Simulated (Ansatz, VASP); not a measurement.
**Ir in VASP and in Ansatz**

The input INCAR:

```
SYSTEM = Ir
PREC     = Accurate       ! precision mode
ENCUT    = 520            ! plane-wave cutoff, eV
EDIFF    = 1E-7           ! SCF threshold, eV
ISMEAR   = -1             ! smearing method
SIGMA    = 0.05           ! smearing width, eV
LREAL    = .False.        ! projectors in reciprocal space
LASPH    = .True.         ! aspherical terms in the spheres
NELM     = 150            ! most SCF steps
ALGO     = Normal         ! electronic algorithm
ISIF     = 2              ! what is computed and relaxed
LWAVE    = .False.        ! write WAVECAR
LCHARG   = .False.        ! write CHGCAR
ISPIN    = 2              ! spin polarisation
MAGMOM   = 1              ! initial moments
LORBIT   = 11             ! projections on sites
LMAXMIX  = 4              ! l up to which the mixer works
GGA      = CA             ! functional
NBANDS   = 14             ! bands
```

KPOINTS

```
Automatic mesh
0
Gamma
  23 23 23
  0 0 0
```

POSCAR

```
Ir
1.0
    0.0000000000      1.9058274255      1.9058274255
    1.9058274255      0.0000000000      1.9058274255
    1.9058274255      1.9058274255      0.0000000000
Ir
1
Direct
    0.0000000000      0.0000000000      0.0000000000
```

Input for Ansatz:

```yaml
crystal:
  lattice:
    - [0.0, 1.9058274255, 1.9058274255]
    - [1.9058274255, 0.0, 1.9058274255]
    - [1.9058274255, 1.9058274255, 0.0]
  atoms:
    - { symbol: Ir, position: [0.0, 0.0, 0.0], spin: 1.0 }
hamiltonian:
  xc: lda
  pseudopotentials:
    kind: paw
    azcp:
      Ir: "pseudopotentials/Ir.paw.azcp"
basis:
  ecutwfc: 420
  fft_grid_basis: typed
kpoints:
  mp_grid: { grid: [23, 23, 23], shift: [0, 0, 0] }
magnetization:
  spin_polarized: true
scf:
  occupations: { method: fermi_dirac, width: 0.05 }
```

Alike in both runs: task single point; functional LDA; k mesh 23 × 23 × 23; occupations fermi-dirac, width 0.05 eV; collinear spin.

|  | VASP | Ansatz |
| --- | --- | --- |
| version | VASP 6.6.1 | Ansatz 0.2.0 |
| potentials or method | VASP PAW LDA potentials, release 64 (Ir), cutoff 520 eV | plane waves (420 eV) with PAW, scalar-relativistic |
| valence electrons in the cell | 9 | 17 |

|  | VASP | Ansatz | Ansatz less VASP |
| --- | --- | --- | --- |
| net moment per atom (μB) | 0.00 | 0.00 | 0.000 |

Ansatz warns that its potentials were made for another functional, while VASP's fit it. LDA's correlation is that of Perdew and Zunger in VASP and of Perdew and Wang (1992) in Ansatz. VASP's potentials hold 9 valence electrons a cell and Ansatz's 17, so a difference there can come from the potentials and not from the codes. Ansatz's warnings: seeded moment not kept.

Spin-orbit coupling is off throughout.
